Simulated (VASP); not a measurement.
The system is HfH8.

```xyz
9
Lattice="0.0000 3.3332 3.3332 3.3332 0.0000 3.3332 3.3332 3.3332 0.0000" Properties=species:S:1:pos:R:3 pbc="T T T"
Hf    1.6666    1.6666    1.6666
H     1.0041    3.3332    3.3332
H     5.6622    3.3332    3.3332
H     3.3332    1.0041    3.3332
H     3.3332    5.6622    3.3332
H     3.3332    3.3332    1.0041
H     3.3332    3.3332    5.6622
H     4.9998    4.9998    4.9998
H     3.3332    3.3332    3.3332
```

- Program: VASP 6.6.1
- Task: relaxation of cell and atoms
- Functional: PBE
- Potentials or basis: VASP PAW PBE potentials, release 64 (Hf_pv, H)
- Cutoff: 600 eV
- k mesh: 4 × 4 × 4
- Occupations: gaussian, width 0.1 eV
- Spin: no spin polarisation

At the start: pressure -17.8 GPa; volume 8.23 Å³/atom.

Task: How do energy, volume and symmetry change on relaxing?

Result: Over 19 steps the energy falls by 371.1 meV/atom and the volume is 5.35 Å³/atom (-34.9 %); space group F-43m (No. 216, to 0.05 Å).

The path:
| step | energy change (eV) | largest force (eV/Å) | pressure (GPa) | volume (Å³) |
| --- | --- | --- | --- | --- |
| 1 | 0.0000 | 0.1325 | -17.84 | 74.06 |
| 2 | -0.9653 | 0.4104 | -14.23 | 64.67 |
| 3 | -1.6231 | 0.8031 | -5.26 | 54.90 |
| 4 | -0.3353 | 2.0586 | 44.78 | 38.40 |
| 5 | -1.6845 | 0.9807 | -0.52 | 51.87 |
| 6 | -1.6875 | 1.0316 | 0.95 | 51.05 |
| 7 | -2.0448 | 0.7464 | 1.99 | 48.88 |
| 8 | -2.2211 | 0.3920 | 5.71 | 46.70 |
| 9 | -2.2711 | 0.5645 | 7.63 | 45.72 |
| 10 | -2.4185 | 0.7944 | 12.14 | 43.78 |
| 11 | -2.5063 | 0.5257 | 27.01 | 40.07 |
| 12 | -2.7770 | 0.3091 | 23.63 | 40.85 |
| 13 | -3.0180 | 0.2143 | 18.49 | 42.41 |
| 14 | -3.2136 | 0.0947 | 10.91 | 44.39 |
| 15 | -3.3141 | 0.1407 | -2.99 | 49.50 |
| 16 | -3.3343 | 0.0848 | 0.26 | 48.06 |
| 17 | -3.3344 | 0.0795 | 0.58 | 47.93 |
| 18 | -3.3362 | 0.0661 | 0.46 | 47.99 |
| 19 | -3.3395 | 0.0261 | 0.13 | 48.19 |

Final structure:
```
Hf H
1.0
     0.00000    2.88826    2.88826
     2.88826    0.00000    2.88826
     2.88826    2.88826    0.00000
Hf H
1 8
Direct
  0.25000 0.25000 0.25000
  0.75643 0.24357 0.24357
  0.24357 0.75643 0.75643
  0.24357 0.75643 0.24357
  0.75643 0.24357 0.75643
  0.24357 0.24357 0.75643
  0.75643 0.75643 0.24357
  0.75000 0.75000 0.75000
  0.50000 0.50000 0.50000
```

Caveat: the k points lie up to 0.47 Å⁻¹ apart in the final cell; the volume moved by over 15 % at a fixed basis, so the end points are rough.
